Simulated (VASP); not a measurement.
A run of VASP 6.6.1 is set up as follows.

The input INCAR:

```
ALGO = Normal ; EDIFF = 1E-6
ENCUT = 520 ; GGA = PS
ISIF = 2 ; ISMEAR = 0
LASPH = True ; LCHARG = True
LELF = True ; LREAL = False
LVHAR = True ; LWAVE = False
NBANDS = 8 ; NELM = 80
PREC = Accurate ; SIGMA = 0.15
```

File KPOINTS:

```
k-points
0
Gamma
  20 20 20
```

Contents of POSCAR:

```
Al
1.0
   -1.5673504096      1.5673504096      1.5912186900
    1.5673504096     -1.5673504096      1.5912186900
    1.6150869704      1.6150869704     -1.5912186900
Al
1
Direct
    0.0000000000      0.0000000000      0.0000000000
```

Potentials or basis: VASP PAW PBE potentials, release 64 (Al).

Launch:

```bash
$ cat potpaw_PBE.64/Al/POTCAR > POTCAR
$ mpirun -np 1 vasp_std > vasp.out
```

Question: What does it give for the pressure?

Answer: 2.3 GPa.

Question: What does it give for the band gap on the k mesh?

Answer: Zero (an odd number of electrons rules out a gap without spin polarisation).

Stress tensor (GPa, compression positive):
```
 2.33 -1.39  0.00
-1.39  2.33  0.00
 0.00  0.00  2.36
```

Caveat: the cell differs from its parent crystal (strain +0.0300 x Voigt [0, 0, 0, 0, 0, 1]); the PAW data sets were made with another functional, which shifts forces and pressure a little.
